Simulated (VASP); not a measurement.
# Zn (Fm-3m) in VASP: notebook

Runs on Zn. Level: PBE. Tasks: single point.

Program: VASP 6.6.1. These are calculated values, not measurements. Logs are shortened: lines on timing, memory, paths and dates and some standing lists are left out, and cuts for length are marked.

## Step 1: The cell of the first run

It takes space group Fm-3m (No. 225, cubic). Conventional cell: a = 3.707 Å, b = 3.707 Å, c = 3.707 Å, α = 90.00°, β = 90.00°, γ = 90.00°. Zn (site symmetry m-3m) has 12 Zn at 2.62 Å within 3.5 Å.

## Step 2: Single point, PBE

The input, INCAR:

```
PREC     = Accurate       # precision mode
ENCUT    = 520            # plane-wave cutoff, eV
EDIFF    = 1E-7           # SCF threshold, eV
ISMEAR   = 0              # smearing method
SIGMA    = 0.15           # smearing width, eV
LREAL    = F              # projectors in reciprocal space
LASPH    = T              # aspherical terms in the spheres
NELM     = 80             # most SCF steps
ALGO     = Normal         # electronic algorithm
ISIF     = 2              # what is computed and relaxed
LWAVE    = F              # write WAVECAR
LCHARG   = F              # write CHGCAR
GGA      = PE             # functional
NBANDS   = 12             # bands
```

The input, KPOINTS:

```
Automatic mesh
0
Gamma
  22 22 22
```

The input, POSCAR:

```
Zn
1.0
    0.0000000000      1.8534389407      1.8534389407
    1.8534389407      0.0000000000      1.8534389407
    1.8534389407      1.8534389407      0.0000000000
Zn
1
Direct
    0.0000000000      0.0000000000      0.0000000000
```

Potentials or basis: VASP PAW PBE potentials, release 64 (Zn).

Command:

```console
$ cat potpaw_PBE.64/Zn/POTCAR > POTCAR
$ mpirun -np 1 vasp_std > vasp.out
```

OUTCAR:

```text
PREC = Accurate
   ENCUT = 520
   EDIFF = 1E-7
   ISMEAR = 0
   LREAL = F
   LASPH = T
   NELM = 80
   ISIF = 2
   GGA = PE

 ion  position               nearest neighbor table
   1  0.000  0.000  0.000-

  LATTYP: Found a face centered cubic cell.
 ALAT       =     3.7068778814

  Lattice vectors:

 A1 = (   0.0000000000,   1.8534389407,   1.8534389407)
 A2 = (   1.8534389407,   0.0000000000,   1.8534389407)
 A3 = (   1.8534389407,   1.8534389407,   0.0000000000)

Analysis of symmetry for initial positions (statically):
=====================================================================
 Subroutine PRICEL returns:
 Original cell was already a primitive cell.

 Routine SETGRP: Setting up the symmetry group for a
 face centered cubic supercell.

 Subroutine GETGRP returns: Found 48 space group operations
 (whereof 48 operations were pure point group operations)
 out of a pool of 48 trial point group operations.

The static configuration has the point symmetry O_h .

Analysis of symmetry for dynamics (positions and initial velocities):
=====================================================================
 Subroutine PRICEL returns:
 Original cell was already a primitive cell.

 Routine SETGRP: Setting up the symmetry group for a
 face centered cubic supercell.

 Subroutine GETGRP returns: Found 48 space group operations
 (whereof 48 operations were pure point group operations)
 out of a pool of 48 trial point group operations.

The dynamic configuration has the point symmetry O_h .

 Subroutine INISYM returns: Found 48 space group operations
 (whereof 48 operations are pure point group operations),
 and found     1 'primitive' translations

----------------------------------------------------------------------------------------

                                     Primitive cell

  volume of cell :      12.7340

  direct lattice vectors                    reciprocal lattice vectors
     0.000000000  1.853438941  1.853438941    -0.269768801  0.269768801  0.269768801
     1.853438941  0.000000000  1.853438941     0.269768801 -0.269768801  0.269768801
     1.853438941  1.853438941  0.000000000     0.269768801  0.269768801 -0.269768801

  length of vectors
     2.621158487  2.621158487  2.621158487     0.467253269  0.467253269  0.467253269

  position of ions in fractional coordinates (direct lattice)
     0.000000000  0.000000000  0.000000000

  ion indices of the primitive-cell ions
   primitive index   ion index
                 1           1

----------------------------------------------------------------------------------------

 KPOINTS: Automatic mesh

Automatic generation of k-mesh.
 Grid dimensions read from file:
 generate k-points for:   22   22   22

 Generating k-lattice:

  Cartesian coordinates                     Fractional coordinates (reciprocal lattice)
    -0.012262218  0.012262218  0.012262218     0.045454545  0.000000000  0.000000000
     0.012262218 -0.012262218  0.012262218     0.000000000  0.045454545  0.000000000
     0.012262218  0.012262218 -0.012262218     0.000000000  0.000000000  0.045454545

  Length of vectors
     0.021238785  0.021238785  0.021238785

  Shift w.r.t. Gamma in fractional coordinates (k-lattice)
     0.000000000  0.000000000  0.000000000

 Subroutine IBZKPT returns following result:
 ===========================================

 Found    328 irreducible k-points:

 Following reciprocal coordinates:
            Coordinates               Weight
  0.000000  0.000000  0.000000      1.000000
  0.045455  0.000000  0.000000      8.000000
  0.090909  0.000000  0.000000      8.000000
  0.136364  0.000000  0.000000      8.000000
  0.181818  0.000000  0.000000      8.000000
  0.227273  0.000000  0.000000      8.000000
[... 16 lines left out ...]
  0.500000  0.045455  0.000000     24.000000
 -0.454545  0.045455  0.000000     24.000000
 [... further k-points ...]
   k-points           NKPTS =    328   k-points in BZ     NKDIM =    328   number of bands    NBANDS=     12
   number of dos      NEDOS =    301   number of ions     NIONS =      1
   total plane-waves  NPLWV =   8000
   dimension x,y,z NGX =    20 NGY =   20 NGZ =   20
   dimension x,y,z NGXF=    40 NGYF=   40 NGZF=   40
   ions per type =               1
   NGX,Y,Z   is equivalent  to a cutoff of  12.68, 12.68, 12.68 a.u.
   NGXF,Y,Z  is equivalent  to a cutoff of  25.37, 25.37, 25.37 a.u.
 SYSTEM =  unknown system
   PREC   = accura    normal or accurate (medium, high low for compatibility)
   ISTART =      0    job   : 0-new  1-cont  2-samecut
   ICHARG =      2    charge: 1-file 2-atom 10-const
   ISPIN  =      1    spin polarized calculation?
   LNONCOLLINEAR =      F non collinear calculations
   LSORBIT =      F    spin-orbit coupling
   LASPH  =      T    aspherical Exc in radial PAW
   ENCUT  =  520.0 eV  38.22 Ry    6.18 a.u.   4.87  4.87  4.87*2*pi/ulx,y,z
   NELM   =     80;   NELMIN=  2; NELMDL= -5     # of ELM steps
   EDIFF  = 0.1E-06   stopping-criterion for ELM
   LREAL  =      F    real-space projection
   EDIFFG = 0.1E-05   stopping-criterion for IOM
   NSW    =      0    number of steps for IOM
   IBRION =     -1    ionic relax: 0-MD 1-quasi-New 2-CG
   NFREE  =      0    steps in history (QN), initial steepest desc. (CG)
   ISIF   =      2    stress and relaxation
   ISYM   =      2    0-nonsym 1-usesym 2-fastsym
   POTIM  = 0.5000    time-step for ionic-motion
   TEBEG  =    0.0;   TEEND  =   0.0 temperature during run
   PSTRESS=    0.0 pullay stress
   NELECT =      12.0000    total number of electrons
   NUPDOWN=      -1.0000    fix difference up-down
   EMIN   =  10.00;   EMAX   =-10.00  energy-range for DOS
   EFERMI =   0.00;   METHOD = LEGACY
   ISMEAR =     0;   SIGMA  =   0.15  broadening in eV -4-tet -1-fermi 0-gaus
   EFERMI_NEDOS =   21; number of points for ismear=-14 and -15
   IALGO  =     38    algorithm
   IMIX   =      4    mixing-type and parameters
     AMIX     =   0.40;   BMIX     =  1.00
     AMIX_MAG =   1.60;   BMIX_MAG =  1.00
  volume/ion in A,a.u.               =      12.73        85.93
  Fermi-wavevector in a.u.,A,eV,Ry     =   1.605019  3.033047 35.049797  2.576087
  Thomas-Fermi vector in A             =   2.701432
   LORBIT       =      0    0 simple, 1 ext, 2 COOP (PROOUT), +10 PAW based schemes
   GGA     = PE    functional components
   LHFCALC =     F    Hartree Fock is set to
   AEXX    =    0.0000 exact exchange contribution
   IVDW    =     0    specifies the selected vdW correction
   LEPSILON=     F    determine dielectric tensor
   LRPA    =     F    only Hartree local field effects (RPA)
 non-spin polarized calculation
 Gauss-broadening in eV      SIGMA  =   0.15
  energy-cutoff  :      520.00
  volume of cell :       12.73
 maximum number of plane-waves:       352
   NGX =  9   NGY =  9   NGZ =  9

 number of electron      11.9999986 magnetization

 Free energy of the ion-electron system (eV)
  ---------------------------------------------------
  ext. energy  EPLUGINS =         0.00000000
  ---------------------------------------------------
  free energy    TOTEN  =        -0.95836701 eV

  energy without entropy =       -0.95516362  energy(sigma->0) =       -0.95676532

 E-fermi :   4.5039     XC(G=0): -12.5260

 val. band max:        4.4756868837   @ k =  -0.4091   0.2273   0.0000
 cond. band min:       4.5255094195   @ k =  -0.2727   0.4091   0.1364
 fundamental gap:      0.0498225358
 Fermi energy:         4.5038697099

 k-point     1 :       0.0000    0.0000    0.0000
  band No.  band energies     occupation
      1      -7.4086      2.00000
      2      -3.7113      2.00000
      3      -3.7113      2.00000
      4      -3.7113      2.00000
      5      -3.1850      2.00000
      6      -3.1850      2.00000
      7      24.6831      0.00000
      8      25.2717      0.00000
      9      25.2718      0.00000
     10      25.2718      0.00000
     11      27.8393      0.00000
     12      27.8393      0.00000

 k-point     2 :       0.0455    0.0000    0.0000
  band No.  band energies     occupation
      1      -7.3379      2.00000
      2      -3.7194      2.00000
      3      -3.7014      2.00000
      4      -3.7014      2.00000
      5      -3.1882      2.00000
      6      -3.1882      2.00000
      7      23.4748      0.00000
      8      24.8580      0.00000
      9      24.9838      0.00000
     10      24.9838      0.00000
     11      28.2491      0.00000
     12      28.2491      0.00000

 k-point     3 :       0.0909    0.0000    0.0000
  band No.  band energies     occupation
      1      -7.1277      2.00000
      2      -3.7409      2.00000
      3      -3.6744      2.00000
      4      -3.6744      2.00000
      5      -3.1955      2.00000
      6      -3.1955      2.00000
      7      21.0504      0.00000
      8      24.4066      0.00000
      9      24.4066      0.00000
     10      24.7707      0.00000
     11      29.1909      0.00000
     12      29.1909      0.00000
[... 286 lines left out ...]
 k-point    23 :       0.5000    0.0455    0.0000
  band No.  band energies     occupation
      1      -4.7523      2.00000
      2      -3.7337      2.00000
      3      -3.7045      2.00000
      4      -2.8611      2.00000
      5      -2.7991      2.00000
      6       0.7699      2.00000
      7       3.5379      2.00000
      8      21.0699      0.00000
      9      21.3296      0.00000
     10      22.5316      0.00000
     11      26.0464      0.00000
     12      26.5331      0.00000

 k-point    24 :      -0.4545    0.0455    0.0000
  band No.  band energies     occupation
      1      -4.7519      2.00000
      2      -3.7296      2.00000
      3      -3.7044      2.00000
      4      -2.8531      2.00000
      5      -2.8185      2.00000
      6       0.5265      2.00000
      7       3.8293      2.00000
      8      20.6917      0.00000
      9      21.6996      0.00000
     10      22.7419      0.00000
     11      25.7490      0.00000
     12      26.6914      0.00000

 [... further k-points ...]

------------------------ aborting loop because EDIFF is reached ----------------------------------------

  FORCE on cell =-STRESS in cart. coord.  units (eV):
  Direction    XX          YY          ZZ          XY          YZ          ZX
  --------------------------------------------------------------------------------------
  -------------------------------------------------------------------------------------
  Total        1.5570682      1.5570682      1.5570682      0.0000000      0.0000000      0.0000000
  in kB      195.9085442    195.9085442    195.9085442      0.0000000      0.0000000      0.0000000
  external PRESSURE =     195.9085442 kB  Pullay stress =       0.0000000 kB

 VOLUME and BASIS-vectors are now :
 -----------------------------------------------------------------------------
  energy-cutoff  :      520.00
  volume of cell :       12.73
      direct lattice vectors                 reciprocal lattice vectors
     0.000000000  1.853438941  1.853438941    -0.269768801  0.269768801  0.269768801
     1.853438941  0.000000000  1.853438941     0.269768801 -0.269768801  0.269768801
     1.853438941  1.853438941  0.000000000     0.269768801  0.269768801 -0.269768801

 POSITION                                       TOTAL-FORCE (eV/Angst)
 -----------------------------------------------------------------------------------
      0.00000      0.00000      0.00000         0.000000      0.000000      0.000000
 -----------------------------------------------------------------------------------
    total drift:                                0.000000      0.000000      0.000000

  FREE ENERGIE OF THE ION-ELECTRON SYSTEM (eV)
  ---------------------------------------------------
  free  energy   TOTEN  =        -0.9583670099 eV

  energy  without entropy=       -0.9551636244  energy(sigma->0) =       -0.95676532
```

Run time: 16 s. Hardware: 1 thread of Intel Xeon 6975P-C (Granite Rapids), shared host; peak memory 0.16 GiB.

What came out:

```yaml
Free_energy: -0.9584 eV
Pressure: 19.6 GPa
Band_gap_on_the_k_mesh: zero (band 6 reaches 6.40 eV, above the bottom of band 7 at 3.40 eV)
```

Levels at points of the mesh, in eV from the Fermi level:
```csv
k point,band 4,band 5,band 6,band 7,band 8,band 9
"(0.00, 0.00, 0.00)",-8.22,-7.69,-7.69,20.18,20.77,20.77
"(0.50, 0.00, 0.00)",-7.30,-7.30,-3.76,-1.11,17.38,17.38
"(0.50, 0.50, 0.00)",-7.21,-7.21,-1.53,2.37,9.30,9.30
```

## Step 3: Single point, PBE

This run uses another cell than the first one, of 13.54 Å³/atom, 1.063 times its volume.

The input, INCAR:

```
SYSTEM = Zn
PREC = Accurate
ENCUT = 520
EDIFF = 1E-6
ISMEAR = 0
SIGMA = 0.15
LREAL = .FALSE.
LASPH = .TRUE.
NELM = 100
ALGO = Normal
ISIF = 2
LWAVE = .FALSE.
LCHARG = .FALSE.
GGA = PE
NBANDS = 12
```

The input, KPOINTS:

```
Automatic mesh
0
G
  22 22 22
  0 0 0
```

The input, POSCAR:

```
Zn
1.0
    0.0000000000      1.8918394231      1.8918394231
    1.8918394231      0.0000000000      1.8918394231
    1.8918394231      1.8918394231      0.0000000000
Zn
1
Direct
    0.0000000000      0.0000000000      0.0000000000
```

Potentials or basis: VASP PAW PBE potentials, release 64 (Zn).

Command:

```console
$ cat potpaw_PBE.64/Zn/POTCAR > POTCAR
$ mpirun -np 1 vasp_std > vasp.out
```

Run time: 15 s. Hardware: 1 thread of Intel Xeon 6975P-C (Granite Rapids), shared host; peak memory 0.16 GiB.

It converged, with:

| Property | Result |
| --- | --- |
| Free energy | -1.0342 eV |
| Pressure | 10.9 GPa |
| Band gap on the k mesh | zero (band 6 reaches 5.86 eV, above the bottom of band 7 at 2.76 eV) |

Levels at points of the mesh, in eV from the Fermi level:
| k point | band 3 | band 4 | band 5 | band 6 | band 7 | band 8 | band 9 | band 10 |
| --- | --- | --- | --- | --- | --- | --- | --- | --- |
| (0.00, 0.00, 0.00) | -7.98 | -7.98 | -7.51 | -7.51 | 19.73 | 19.87 | 19.87 | 19.87 |
| (0.50, 0.00, 0.00) | -7.99 | -7.16 | -7.16 | -3.43 | -1.21 | 16.61 | 16.61 | 18.19 |
| (0.50, 0.50, 0.00) | -7.18 | -7.08 | -7.08 | -1.33 | 2.14 | 8.99 | 8.99 | 12.82 |

## Step 4: Single point, PBE

This run uses another cell than the first one, of 14.35 Å³/atom, 1.127 times its volume.

The input, INCAR:

```
SYSTEM = Zn
PREC = Accurate ; ENCUT = 520
EDIFF = 1E-6 ; ISMEAR = 0
SIGMA = 0.15 ; LREAL = .False.
LASPH = .True. ; NELM = 60
ALGO = Normal ; ISIF = 2
LWAVE = .False. ; LCHARG = .True.
GGA = PE ; LELF = .True.
LVHAR = .True. ; NBANDS = 12
```

The input, KPOINTS:

```
regular mesh
0
Gamma
  22 22 22
  0 0 0
```

The input, POSCAR:

```
Zn
1.0
    0.0000000000      1.9287860497      1.9287860497
    1.9287860497      0.0000000000      1.9287860497
    1.9287860497      1.9287860497      0.0000000000
Zn
1
Direct
    0.0000000000      0.0000000000      0.0000000000
```

Command:

```console
$ cat potpaw_PBE.64/Zn/POTCAR > POTCAR
$ mpirun -np 1 vasp_std > vasp.out
```

Run time: 14 s. Hardware: 1 thread of Intel Xeon 6975P-C (Granite Rapids), shared host; peak memory 0.16 GiB.

It converged, with:

| Property | Result |
| --- | --- |
| Free energy | -1.0730 eV |
| Pressure | 4.8 GPa |
| Band gap on the k mesh | zero (band 6 reaches 5.35 eV, above the bottom of band 7 at 2.20 eV) |

Levels at points of the mesh, in eV from the Fermi level:
```
           k point  band 3  band 4  band 5  band 6  band 7  band 8  band 9  band 10
(0.00, 0.00, 0.00)   -7.78   -7.78   -7.36   -7.36   19.05   19.05   19.05    19.31
(0.50, 0.00, 0.00)   -7.79   -7.04   -7.04   -3.15   -1.29   15.91   15.91    17.81
(0.50, 0.50, 0.00)   -7.06   -6.97   -6.97   -1.14    1.94    8.71    8.71    12.44
```

## Step 5: Overview

```tsv
cell	gap on the mesh (eV)	pressure (GPa)
a = 2.621 Å, angles 60.0°, 1 atom	none	19.6
a = 2.675 Å, angles 60.0°, 1 atom	none	10.9
a = 2.728 Å, angles 60.0°, 1 atom	none	4.8
```

Alike in all rows: task single point; level PBE; potentials or basis VASP PAW PBE potentials, release 64 (Zn); no spin polarisation; k mesh 22 × 22 × 22; cutoff (eV) 520; smearing gaussian 0.15 eV.

Total energies depend on the potentials used, so only differences within one code and one set of settings carry meaning.
